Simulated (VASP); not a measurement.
# BaTiO3 (R3m) in VASP: notebook, part 2 of 2

VASP 6.6.1. Earlier steps stand in the parts before.

### 5 Single point, PBE (12.33 Å³/atom)

This run uses another cell than the first one, of 12.33 Å³/atom.

File INCAR:

```
ALGO = Normal ; EDIFF = 1E-6
ENCUT = 910 ; GGA = PE
GGA_COMPAT = F ; ISIF = 2
ISMEAR = -1 ; LASPH = T
LCHARG = F ; LREAL = F
LWAVE = F ; NBANDS = 28
NELM = 120 ; PREC = Accurate
SIGMA = 0.02
```

File KPOINTS:

```
k-points
0
Gamma
  8 8 8
```

File POSCAR:

```
BaTiO3
1.0
    2.7894507181      1.6104901230      2.2864074699
   -2.7894507181      1.6104901230      2.2864074699
    0.0000000000     -3.2209802460      2.2864074699
Ba Ti O
1 1 3
Direct
    0.0007364890      0.0007364890      0.0007364890
    0.4930616900      0.4930616900      0.4930616900
    0.5083215773      0.5083215773      0.0108586664
    0.0108586664      0.5083215773      0.5083215773
    0.5083215773      0.0108586664      0.5083215773
```

Potentials or basis: VASP PAW PBE potentials, release 64 (Ba_sv, Ti_sv, O_h).

Started as:

```bash
cat potpaw_PBE.64/Ba_sv/POTCAR potpaw_PBE.64/Ti_sv/POTCAR potpaw_PBE.64/O_h/POTCAR > POTCAR
mpirun -np 1 vasp_std > vasp.out
```

OUTCAR:

```text
EDIFF = 1E-6
   ENCUT = 910
   GGA = PE
   ISIF = 2
   ISMEAR = -1
   LASPH = T
   LREAL = F
   NELM = 120
   PREC = Accurate

 ion  position               nearest neighbor table
   1  0.001  0.001  0.001-   4 2.75   5 2.75   3 2.75   3 2.79   3 2.79   5 2.79   4 2.79   4 2.79
                             5 2.79   4 2.84   5 2.84   3 2.84   2 3.38   2 3.40   2 3.40   2 3.40
   2  0.493  0.493  0.493-   4 1.91   5 1.91   3 1.91   5 2.05   4 2.05   3 2.05   1 3.38   1 3.40
[... 952 lines left out ...]
  -------------------------------------------------------------------------------------
  Total        4.8059356      4.8059356      4.5418928      0.0000000      0.0000000      0.0000000
  in kB      124.9415493    124.9415493    118.0771390      0.0000000      0.0000000      0.0000000
  external PRESSURE =     122.6534125 kB  Pullay stress =       0.0000000 kB

 VOLUME and BASIS-vectors are now :
 -----------------------------------------------------------------------------
  energy-cutoff  :      910.00
  volume of cell :       61.63
      direct lattice vectors                 reciprocal lattice vectors
     2.789450718  1.610490123  2.286407470     0.179246759  0.103488164  0.145789120
    -2.789450718  1.610490123  2.286407470    -0.179246759  0.103488164  0.145789120
     0.000000000 -3.220980246  2.286407470     0.000000000 -0.206976329  0.145789120

 POSITION                                       TOTAL-FORCE (eV/Angst)
 -----------------------------------------------------------------------------------
      0.00000      0.00000      0.00505         0.000000     -0.000000      0.031018
      0.00000      0.00000      3.38202         0.000000      0.000000      0.014865
      0.00000      1.60232      2.34929         0.000000     -0.009185     -0.015294
     -1.38765     -0.80116      2.34929         0.007954      0.004592     -0.015294
      1.38765     -0.80116      2.34929        -0.007954      0.004592     -0.015294
 -----------------------------------------------------------------------------------
    total drift:                                0.000000      0.000005      0.003333

  FREE ENERGIE OF THE ION-ELECTRON SYSTEM (eV)
  ---------------------------------------------------
  free  energy   TOTEN  =       -39.8735869031 eV

  energy  without entropy=      -39.8735869031  energy(sigma->0) =      -39.87358690
```

OSZICAR:

```text
N       E                     dE             d eps       ncg     rms          rms(c)
DAV:   1     0.605167294789E+03    0.60517E+03   -0.28863E+04  3640   0.236E+03
DAV:   2     0.598387777444E+02   -0.54533E+03   -0.51909E+03  3856   0.554E+02
DAV:   3    -0.439035641331E+02   -0.10374E+03   -0.98482E+02  5380   0.195E+02
DAV:   4    -0.502606294605E+02   -0.63571E+01   -0.63322E+01  4880   0.474E+01
DAV:   5    -0.505181463042E+02   -0.25752E+00   -0.25731E+00  5552   0.873E+00    0.244E+01
DAV:   6    -0.398718937628E+02    0.10646E+02   -0.54004E+01  5460   0.683E+01    0.990E+00
DAV:   7    -0.399883339830E+02   -0.11644E+00   -0.97338E+00  5056   0.223E+01    0.728E+00
DAV:   8    -0.398549476609E+02    0.13339E+00   -0.71016E-01  4540   0.764E+00    0.354E+00
DAV:   9    -0.398907503243E+02   -0.35803E-01   -0.28629E-01  5372   0.451E+00    0.131E+00
DAV:  10    -0.398755457567E+02    0.15205E-01   -0.96093E-02  4280   0.338E+00    0.562E-01
DAV:  11    -0.398736181839E+02    0.19276E-02   -0.13238E-02  4824   0.686E-01    0.114E-01
DAV:  12    -0.398739922567E+02   -0.37407E-03   -0.26481E-03  5244   0.480E-01    0.170E-01
DAV:  13    -0.398735844371E+02    0.40782E-03   -0.11102E-03  4656   0.359E-01    0.191E-02
DAV:  14    -0.398735858893E+02   -0.14523E-05   -0.64270E-05  5544   0.623E-02    0.822E-03
DAV:  15    -0.398735883778E+02   -0.24885E-05   -0.14629E-05  4388   0.403E-02    0.103E-02
DAV:  16    -0.398735867990E+02    0.15788E-05   -0.30451E-06  3584   0.207E-02    0.283E-03
DAV:  17    -0.398735869031E+02   -0.10407E-06   -0.10284E-06  2948   0.851E-03
   1 F= -.39873587E+02 E0= -.39873587E+02  d E =-.146652E-14
```

Wall time 3.7 min (1 thread of Intel Xeon Platinum 8375C at 2.90GHz (Ice Lake), shared host); peak memory 0.42 GiB.

What came out:

| Quantity | Value |
| --- | --- |
| Free energy | -39.8736 eV |
| Pressure | 12.3 GPa |
| Largest force | 0.031 eV/Å |
| Band gap on the k mesh | 2.06 eV (least direct gap 2.25 eV) |

Forces on the atoms (eV/Å):
```
Ba   0.000  0.000  0.031
Ti   0.000  0.000  0.015
O    0.000 -0.009 -0.015
O    0.008  0.005 -0.015
O   -0.008  0.005 -0.015
```

Stress tensor (GPa, compression positive):
```
12.49  0.00  0.00
 0.00 12.49  0.00
 0.00  0.00 11.81
```

Caveat: the cutoff is under 1.25 times the usual one of these potentials, so pressure, stress and relaxed cells hold a basis-set (Pulay) error; the cell stands under pressure; spin-orbit coupling is left out, which moves the levels of the heavy elements. A k mesh can miss the band edges.

### 6 Overview

```csv
cell,gap on the mesh (eV),pressure (GPa),largest force (eV/Å)
"a = 3.964 Å, angles 91.0°, 5 atoms, atomic positions A",2.06,10.3,0.03
"a = 3.991 Å, angles 90.2°, 5 atoms, atomic positions B",2.24,7.3,0.04
"a = 3.922 Å, angles 89.9°, 5 atoms, atomic positions C",1.92,16.2,0.02
"a = 3.950 Å, angles 89.9°, 5 atoms, atomic positions A",2.06,12.3,0.03
```

Alike in all rows: task single point; level PBE; potentials or basis VASP PAW PBE potentials, release 64 (Ba_sv, Ti_sv, O_h); no spin polarisation; k mesh 8 × 8 × 8; cutoff (eV) 910; smearing fermi-dirac 0.02 eV.

Caveats: the cutoff is under 1.25 times the usual one of these potentials, so pressure, stress and relaxed cells hold a basis-set (Pulay) error; the cell stands under pressure; spin-orbit coupling is left out, which moves the levels of the heavy elements.

Total energies depend on the potentials used, so only differences within one code and one set of settings carry meaning.
